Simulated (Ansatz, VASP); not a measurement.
SnO2 in VASP and in Ansatz

```
CELL_PARAMETERS angstrom
-2.02613 2.02613 5.18200
2.02613 -2.02613 5.18200
2.02613 2.02613 -5.18200
ATOMIC_POSITIONS crystal
Sn 0.00000 0.00000 0.00000
Sn 0.75000 0.25000 0.50000
O 0.95239 0.45239 0.50000
O 0.20239 0.20239 0.00000
O 0.54761 0.04761 0.50000
O 0.79761 0.79761 0.00000
```

Alike in both runs: functional PBE; k mesh 10 × 10 × 10; occupations gaussian, width 0.02 eV; no spin polarisation.

Ansatz relaxed the structure, and its values are those at the end. VASP's run is a single point on that final structure, the one shown.

```csv
,VASP,Ansatz
version,VASP 6.6.1,Ansatz 0.2.0
potentials or method,"VASP PAW PBE potentials, release 64 (Sn_d, O), cutoff 520 eV","scalar-relativistic, plane waves, PAW"
valence electrons in the cell,52,52
```

Ansatz gave:

| Quantity | Value |
| --- | --- |
| gap on the k mesh at the Fermi level (eV) | 1.32 |
| least direct gap on the mesh (eV) | 1.65 |
| pressure (GPa) | 0.0 |
| rms of the force components (eV/Å) | 0.000 |

Which values does VASP return?

gap on the k mesh at the Fermi level (eV): 1.31; least direct gap on the mesh (eV): 1.64; pressure (GPa): 0.5; rms of the force components (eV/Å): 0.012.
